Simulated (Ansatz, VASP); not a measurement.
# One calculation of ScSbSe3, two programs

File INCAR:

```
SYSTEM = ScSbSe3
PREC     = Accurate       ! precision mode
ENCUT    = 600            ! plane-wave cutoff, eV
EDIFF    = 1E-6           ! SCF threshold, eV
ISMEAR   = 0              ! smearing method
SIGMA    = 0.1            ! smearing width, eV
LREAL    = .False.        ! projectors in reciprocal space
LASPH    = .True.         ! aspherical terms in the spheres
NELM     = 80             ! most SCF steps
ALGO     = Normal         ! electronic algorithm
ISIF     = 3              ! what is computed and relaxed
LWAVE    = .False.        ! write WAVECAR
LCHARG   = .False.        ! write CHGCAR
GGA      = PE             ! functional
IBRION   = 2              ! ionic algorithm
NSW      = 90             ! ionic steps
EDIFFG   = -0.04          ! ionic threshold
```

KPOINTS

```
Automatic mesh
0
Gamma
  6 6 4
  0 0 0
```

Contents of POSCAR:

```
ScSbSe3
1.0
    5.0382654000      0.0000000000      0.0000000000
   -2.5191327000      4.3632658300      0.0000000000
    0.0000000000      0.0000000000      6.1753980700
Sc Sb Se
1 1 3
Direct
    0.0000000000      0.0000000000      0.5000000000
    0.3333333300      0.6666666700      0.5000000000
    0.6666666700      0.3333333300      0.1839174100
    0.6666666700      0.3333333300      0.8160825900
    0.0000000000      0.0000000000      0.0000000000
```

Input for Ansatz:

```yaml
crystal:
  lattice:
    - [5.0382654, 0.0, 0.0]
    - [-2.5191327, 4.36326583, 0.0]
    - [0.0, 0.0, 6.17539807]
  atoms:
    - { symbol: Sc, position: [0.0, 0.0, 0.5] }
    - { symbol: Sb, position: [0.33333333, 0.66666667, 0.5] }
    - { symbol: Se, position: [0.66666667, 0.33333333, 0.18391741] }
    - { symbol: Se, position: [0.66666667, 0.33333333, 0.81608259] }
    - { symbol: Se, position: [0.0, 0.0, 0.0] }
basis:
  ecutwfc: 420
kpoints:
  mp_grid: { grid: [6, 6, 4] }
hamiltonian:
  xc: pbe
scf:
  occupations: { method: gaussian, width: 0.1 }
  lower_state_search: "off"
output:
  forces: true
  stress: true
  eigenvalues: true
relax:
  adjacent_minimum: "off"
  f_tol: 0.04
  max_steps: 70
  cell: { stress_tol: 0.4 }
```

Alike in both runs: task relaxation of cell and atoms; functional PBE; k mesh 6 × 6 × 4; occupations gaussian, width 0.1 eV; no spin polarisation.

|  | VASP | Ansatz |
| --- | --- | --- |
| version | VASP 6.6.1 | Ansatz 0.2.0 |
| potentials or method | VASP PAW PBE potentials, release 64 (Sc_sv, Sb, Se), cutoff 600 eV | scalar-relativistic, plane waves, PAW |
| valence electrons in the cell | 34 | 74 |

```tsv
	VASP	Ansatz	Ansatz less VASP
gap on the k mesh at the Fermi level, each at its own relaxed structure (eV)	none	none	-
relaxed volume (Å³/atom)	24.87	24.80	-0.070
relaxed length of the cell vector where the two differ most in proportion (Å)	5.177	5.169	-0.0081
```

A gap of «none» marks a metal or a gap that the smearing closes. VASP's potentials hold 34 valence electrons a cell and Ansatz's 74, so a difference there can come from the potentials and not from the codes.

Spin-orbit coupling is off throughout.
